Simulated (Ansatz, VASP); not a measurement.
One calculation of Rb, two programs

```
Rb
1.0
     0.00000    5.07392    5.07392
     5.07392    0.00000    5.07392
     5.07392    5.07392    0.00000
Rb
2
Direct
  0.12500 0.12500 0.12500
  0.87500 0.87500 0.87500
```

Alike in both runs: task single point; functional PBEsol; k mesh 6 × 6 × 6; occupations fermi-dirac, width 0.1 eV; no spin polarisation.

|  | VASP | Ansatz |
| --- | --- | --- |
| version | VASP 6.6.1 | Ansatz 0.2.0 |
| potentials or method | VASP PAW PBE potentials, release 64 (Rb_sv), cutoff 520 eV | plane waves (420 eV) with PAW, scalar-relativistic |
| valence electrons in the cell | 18 | 18 |

|  | VASP | Ansatz | Ansatz less VASP |
| --- | --- | --- | --- |
| pressure (GPa) | 0.0 | 0.0 | 0.00 |

VASP's potentials were made for PBE, not for PBEsol, and Ansatz warns of the same on its side. The functional is the same, so the differences come from potentials, cutoffs and numerics.
